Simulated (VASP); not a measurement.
A run of VASP 6.6.1:

File INCAR:

```
PREC = Accurate
ENCUT = 600
EDIFF = 1E-7
ISMEAR = 0
SIGMA = 0.2
LREAL = False
LASPH = True
NELM = 80
ALGO = Fast
ISIF = 3
LWAVE = False
LCHARG = False
GGA = PE
IBRION = 2
NSW = 36
EDIFFG = -0.08
```

Contents of KPOINTS:

```
regular mesh
0
Gamma
  3 3 4
```

Contents of POSCAR:

```
Na2In2Sn3
1.0
    7.0555428900      0.0000000000      0.0000000000
   -3.5277714400      6.1102793800      0.0000000000
    0.0000000000      0.0000000000      4.7322739400
Na In Sn
2 2 3
Direct
    0.3333333300      0.6666666700      0.0000000000
    0.6666666700      0.3333333300      0.0000000000
    0.3333333300      0.6666666700      0.5000000000
    0.6666666700      0.3333333300      0.5000000000
    0.5000000000      0.0000000000      0.0000000000
    0.0000000000      0.5000000000      0.0000000000
    0.5000000000      0.5000000000      0.0000000000
```

Potentials or basis: VASP PAW PBE potentials, release 64 (Na_pv, In_d, Sn_d).

The run is started by

```console
$ cat potpaw_PBE.64/Na_pv/POTCAR potpaw_PBE.64/In_d/POTCAR potpaw_PBE.64/Sn_d/POTCAR > POTCAR
$ mpirun -np 1 vasp_std > vasp.out
```

Hardware: 1 thread of Intel(R) Xeon(R) Platinum 8488C (Sapphire Rapids), with other jobs on the host.

Question: Estimate the wall time of this run.

Answer: Run time: 10 min on 1 thread of Intel(R) Xeon(R) Platinum 8488C (Sapphire Rapids), with other jobs on the host, peak memory 0.43 GiB. Counts: scf iterations 81, k points 9, ion steps 5.
